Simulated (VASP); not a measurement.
# SiC (P1) in VASP: single point with r2SCAN

Aim: the single point of SiC with r2SCAN.

Program: VASP 6.6.1. These are calculated values, not measurements. Logs are shortened: lines on timing, memory, paths and dates and some standing lists are left out, and cuts for length are marked.

## 1. The cell of the first run

The typed cell holds 4 atoms: a = 5.611 Å, b = 5.611 Å, c = 5.611 Å, α = 31.89°, β = 31.89°, γ = 31.89°.

## 2. Single point, r2SCAN

File POSCAR:

```
SiC
1.0
    1.5415877827      0.8900361213      5.3212273245
   -1.5415877827      0.8900361213      5.3212273245
    0.0000000000     -1.7800722426      5.3212273245
C Si
2 2
Direct
    0.4403765248      0.5008323750      0.4125601765
    0.5524912641      0.5396175243      0.5776345731
    0.9535632067      0.9136310013      0.9121777486
    0.0494868180      0.0690698741      0.0920157814
```

File INCAR.step1:

```
SYSTEM = SiC
ALGO     = Normal         ! electronic algorithm
EDIFF    = 1E-4           ! SCF threshold, eV
ENCUT    = 520            ! plane-wave cutoff, eV
GGA      = PE             ! functional
ISMEAR   = -1             ! smearing method
LASPH    = .True.         ! aspherical terms in the spheres
LCHARG   = .False.        ! write CHGCAR
LREAL    = .False.        ! projectors in reciprocal space
LWAVE    = .True.         ! write WAVECAR
NBANDS   = 16             ! bands
NELM     = 60             ! most SCF steps
PREC     = Accurate       ! precision mode
SIGMA    = 0.146          ! smearing width, eV
```

File INCAR.step2:

```
SYSTEM = SiC
ALGO     = Normal         ! electronic algorithm
EDIFF    = 1E-6           ! SCF threshold, eV
ENCUT    = 520            ! plane-wave cutoff, eV
ISIF     = 2              ! what is computed and relaxed
ISMEAR   = -1             ! smearing method
ISTART   = 1            
LASPH    = .True.         ! aspherical terms in the spheres
LCHARG   = .False.        ! write CHGCAR
LMIXTAU  = .True.       
LREAL    = .False.        ! projectors in reciprocal space
LWAVE    = .False.        ! write WAVECAR
METAGGA  = R2SCAN         ! meta-GGA
NBANDS   = 16             ! bands
NELM     = 60             ! most SCF steps
PREC     = Accurate       ! precision mode
SIGMA    = 0.146          ! smearing width, eV
```

File KPOINTS:

```
k-points
0
Gamma
  6 6 6
  0 0 0
```

Potentials or basis: VASP PAW PBE potentials, release 64 (C, Si).

The run is started by

```sh
cat potpaw_PBE.64/C/POTCAR potpaw_PBE.64/Si/POTCAR > POTCAR
cp INCAR.step1 INCAR
mpirun -np 1 vasp_std > vasp.out
cp INCAR.step2 INCAR
mpirun -np 1 vasp_std > vasp.out
```

OUTCAR:

```text
SYSTEM = SiC
   EDIFF = 1E-6
   ENCUT = 520
   ISIF = 2
   ISMEAR = -1
   ISTART = 1
   LASPH = .True.
   LREAL = .False.
   METAGGA = R2SCAN
   NELM = 60
   PREC = Accurate

 ion  position               nearest neighbor table
   1  0.440  0.501  0.413-   2 1.69   4 1.82   4 1.92   4 2.09
   2  0.552  0.540  0.578-   1 1.69   3 1.80   3 1.87   3 1.96
   3  0.954  0.914  0.912-   2 1.80   2 1.87   2 1.96   4 2.30
   4  0.049  0.069  0.092-   1 1.82   1 1.92   1 2.09   3 2.30

  LATTYP: Found a trigonal (rhomboedric) cell.
 ALAT       =     5.6110709698
 COS(alpha) =     0.8490354448

  Lattice vectors:

 A1 = (   1.5415877827,   0.8900361213,   5.3212273245)
 A2 = (  -1.5415877827,   0.8900361213,   5.3212273245)
 A3 = (   0.0000000000,  -1.7800722426,   5.3212273245)

Analysis of symmetry for initial positions (statically):
=====================================================================
 Subroutine PRICEL returns:
 Original cell was already a primitive cell.

 Routine SETGRP: Setting up the symmetry group for a
 trigonal (rhombohedral) supercell.

 Subroutine GETGRP returns: Found  1 space group operations
 (whereof  1 operations were pure point group operations)
 out of a pool of 12 trial point group operations.

The static configuration has the point symmetry C_1 .

Analysis of symmetry for dynamics (positions and initial velocities):
=====================================================================
 Subroutine PRICEL returns:
 Original cell was already a primitive cell.

 Routine SETGRP: Setting up the symmetry group for a
 trigonal (rhombohedral) supercell.

 Subroutine GETGRP returns: Found  1 space group operations
 (whereof  1 operations were pure point group operations)
 out of a pool of 12 trial point group operations.

The dynamic configuration has the point symmetry C_1 .

 Subroutine INISYM returns: Found  1 space group operations
 (whereof  1 operations are pure point group operations),
 and found     1 'primitive' translations

----------------------------------------------------------------------------------------

                                     Primitive cell

  volume of cell :      43.8065

  direct lattice vectors                    reciprocal lattice vectors
     1.541587783  0.890036121  5.321227324     0.324340920  0.187258318  0.062642190
    -1.541587783  0.890036121  5.321227324    -0.324340920  0.187258318  0.062642190
     0.000000000 -1.780072243  5.321227324     0.000000000 -0.374516635  0.062642190

  length of vectors
     5.611070970  5.611070970  5.611070970     0.379719309  0.379719309  0.379719309

[... 90 lines left out ...]
   ISIF   =      2    stress and relaxation
   ISYM   =      2    0-nonsym 1-usesym 2-fastsym
   POTIM  = 0.5000    time-step for ionic-motion
   TEBEG  =    0.0;   TEEND  =   0.0 temperature during run
   PSTRESS=    0.0 pullay stress
   NELECT =      16.0000    total number of electrons
   NUPDOWN=      -1.0000    fix difference up-down
   EMIN   =  10.00;   EMAX   =-10.00  energy-range for DOS
   EFERMI =   0.00;   METHOD = LEGACY
   ISMEAR =    -1;   SIGMA  =   0.15  broadening in eV -4-tet -1-fermi 0-gaus
   EFERMI_NEDOS =   21; number of points for ismear=-14 and -15
   IALGO  =     38    algorithm
   IMIX   =      4    mixing-type and parameters
     AMIX     =   0.40;   BMIX     =  1.00
     AMIX_MAG =   1.60;   BMIX_MAG =  1.00
  volume/ion in A,a.u.               =      10.95        73.91
  Fermi-wavevector in a.u.,A,eV,Ry     =   1.170223  2.211400 18.632105  1.369421
  Thomas-Fermi vector in A             =   2.306684
   LORBIT       =      0    0 simple, 1 ext, 2 COOP (PROOUT), +10 PAW based schemes
   METAGGA = R2SCAN    functional components
   LHFCALC =     F    Hartree Fock is set to
   AEXX    =    0.0000 exact exchange contribution
   IVDW    =     0    specifies the selected vdW correction
   LEPSILON=     F    determine dielectric tensor
   LRPA    =     F    only Hartree local field effects (RPA)
 non-spin polarized calculation
  energy-cutoff  :      520.00
  volume of cell :       43.81
 maximum number of plane-waves:      1198
 NGX is ok and might be reduce to    42
   NGX = 21   NGY = 21   NGZ = 21

 number of electron      16.0000000 magnetization

 Free energy of the ion-electron system (eV)
  ---------------------------------------------------
  ext. energy  EPLUGINS =         0.00000000
  ---------------------------------------------------
  free energy    TOTEN  =       -36.58520562 eV

  energy without entropy =      -36.57213747  energy(sigma->0) =      -36.57867154

 E-fermi :   9.0107     XC(G=0): -11.7000

 val. band max:        8.9990812317   @ k =   0.5000   0.5000   0.0000
 cond. band min:       9.0148178884   @ k =   0.1667   0.1667   0.1667
 fundamental gap:      0.0157366566
 Fermi energy:         9.0107457859

 k-point     1 :       0.0000    0.0000    0.0000
  band No.  band energies     occupation
      1      -8.7672      2.00000
      2      -4.9709      2.00000
      3      -1.5729      2.00000
      4       5.4002      2.00000
      5       6.2382      2.00000
      6       7.1434      1.99999
[... 433 lines left out ...]
      3      -0.2937      2.00000
      4       1.8617      2.00000
      5       2.3021      2.00000
      6       3.1034      2.00000
[... 8 lines left out ...]
     15      18.7159      0.00000
     16      20.3798      0.00000

 [... further k-points ...]

------------------------ aborting loop because EDIFF is reached ----------------------------------------

  FORCE on cell =-STRESS in cart. coord.  units (eV):
  Direction    XX          YY          ZZ          XY          YZ          ZX
  --------------------------------------------------------------------------------------
  -------------------------------------------------------------------------------------
  Total        2.0709639     -0.8945248     -0.6529925      0.0285114     -0.9551581     -0.0628736
  in kB       75.7432866    -32.7162860    -23.8825034      1.0427726    -34.9338865     -2.2995349
  external PRESSURE =       6.3814991 kB  Pullay stress =       0.0000000 kB

 VOLUME and BASIS-vectors are now :
 -----------------------------------------------------------------------------
  energy-cutoff  :      520.00
  volume of cell :       43.81
      direct lattice vectors                 reciprocal lattice vectors
     1.541587783  0.890036121  5.321227324     0.324340920  0.187258318  0.062642190
    -1.541587783  0.890036121  5.321227324    -0.324340920  0.187258318  0.062642190
     0.000000000 -1.780072243  5.321227324     0.000000000 -0.374516635  0.062642190

 POSITION                                       TOTAL-FORCE (eV/Angst)
 -----------------------------------------------------------------------------------
     -0.09320      0.10332      7.20371         1.578937     -2.125516     -0.117018
      0.01985     -0.05621      8.88508         0.786091      2.053772     -1.948164
      0.06156      0.03813     14.78967        -1.160129     -1.820131     -0.031520
     -0.03019     -0.05827      1.12050        -1.204899      1.891875      2.096703
 -----------------------------------------------------------------------------------
    total drift:                                0.000019     -0.000033      0.000029

  FREE ENERGIE OF THE ION-ELECTRON SYSTEM (eV)
  ---------------------------------------------------
  free  energy   TOTEN  =       -36.5852056188 eV

  energy  without entropy=      -36.5721374710  energy(sigma->0) =      -36.57867154
```

OSZICAR.step1:

```text
N       E                     dE             d eps       ncg     rms          rms(c)
DAV:   1     0.238032882489E+02    0.23803E+02   -0.68380E+03  3592   0.880E+02
DAV:   2    -0.284185702644E+02   -0.52222E+02   -0.47263E+02  4944   0.151E+02
DAV:   3    -0.308720239889E+02   -0.24535E+01   -0.24396E+01  4744   0.304E+01
DAV:   4    -0.308916556806E+02   -0.19632E-01   -0.19628E-01  4512   0.329E+00
DAV:   5    -0.308918675128E+02   -0.21183E-03   -0.21182E-03  4784   0.323E-01    0.109E+01
DAV:   6    -0.283631052614E+02    0.25288E+01   -0.40443E+00  4248   0.142E+01    0.520E+00
DAV:   7    -0.282828674150E+02    0.80238E-01   -0.92476E-01  4640   0.589E+00    0.249E+00
DAV:   8    -0.282587912069E+02    0.24076E-01   -0.49321E-02  4544   0.157E+00    0.708E-01
DAV:   9    -0.282589182400E+02   -0.12703E-03   -0.89290E-03  5032   0.663E-01    0.141E-01
DAV:  10    -0.282590181932E+02   -0.99953E-04   -0.52870E-04  4512   0.181E-01
   1 F= -.28259018E+02 E0= -.28250956E+02  d E =-.161248E-01
```

Run time: 30 min. Hardware: 1 thread of Intel Xeon 8259CL, shared host; peak memory 0.3 GiB.

What came out:

- Free energy: -36.5852 eV
- Pressure: 0.6 GPa
- Largest force: 3.070 eV/Å
- Band gap on the k mesh: zero (bands 8 and 9 overlap by 0.41 eV)

Forces in eV/Å, atoms in the order of the input:
```
C    1.579 -2.126 -0.117
C    0.786  2.054 -1.948
Si  -1.160 -1.820 -0.032
Si  -1.205  1.892  2.097
```

Caveat: the k points lie up to 0.40 Å⁻¹ apart; semilocal functionals underestimate gaps, and a narrow one can read as zero; the PAW data sets were made with another functional, which shifts forces and pressure a little.
